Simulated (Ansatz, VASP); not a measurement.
# Ni in VASP and in Ansatz

```
CELL_PARAMETERS angstrom
2.49176 0.00000 0.00000
-1.24588 2.15792 0.00000
0.00000 0.00000 8.13807
ATOMIC_POSITIONS crystal
Ni 0.00000 0.00000 0.00000
Ni 0.00000 0.00000 0.50000
Ni 0.33333 0.66667 0.25000
Ni 0.66667 0.33333 0.75000
```

Alike in both runs: task relaxation of cell and atoms; functional PBE; k mesh 14 × 14 × 4; occupations fermi-dirac, width 0.05 eV; collinear spin.

```csv
,VASP,Ansatz
version,VASP 6.6.1,Ansatz 0.2.0
potentials or method,"VASP PAW PBE potentials, release 64 (Ni), cutoff 600 eV","plane waves (420 eV) with PAW, scalar-relativistic"
valence electrons in the cell,40,72
```

|  | VASP | Ansatz | Ansatz less VASP |
| --- | --- | --- | --- |
| net moment per atom (μB) | 0.61 | 0.64 | +0.028 |
| size of the moment on the site where the two differ most (μB) | 0.62 | 0.68 | +0.055 |
| relaxed volume (Å³/atom) | 10.90 | 10.91 | +0.014 |
| relaxed length of the cell vector where the two differ most in proportion (Å) | 2.486 | 2.487 | +0.0011 |

Site moments also hang on the region over which each program counts them. VASP's potentials hold 40 valence electrons a cell and Ansatz's 72, so a difference there can come from the potentials and not from the codes.
